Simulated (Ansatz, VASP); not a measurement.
Two plane-wave programs on Ge

```
CELL_PARAMETERS angstrom
0.00000 2.82877 3.05507
2.82877 0.00000 3.05507
2.82877 2.82877 0.00000
ATOMIC_POSITIONS crystal
Ge 0.50000 0.50000 0.50000
Ge 0.75000 0.75000 0.75000
```

Change from the starting cell: strain +0.000 along x and y, +0.080 along z, atoms carried along.

Alike in both runs: task single point; functional PBE; k mesh 14 × 14 × 14; occupations gaussian, width 0.15 eV; no spin polarisation.

|  | VASP | Ansatz |
| --- | --- | --- |
| version | VASP 6.6.1 | Ansatz 0.2.0 |
| potentials or method | VASP PAW PBE potentials, release 64 (Ge_d), cutoff 500 eV | scalar-relativistic, plane waves, PAW |
| valence electrons in the cell | 28 | 28 |

|  | VASP | Ansatz | Ansatz less VASP |
| --- | --- | --- | --- |
| gap on the k mesh at the Fermi level (eV) | none | none | - |
| pressure (GPa) | -1.3 | -1.2 | +0.15 |
| traceless stress, the component that is largest in VASP (GPa) | -3.66 | -3.65 | +0.005 |

A gap of «none» marks a metal or a gap that the smearing closes.
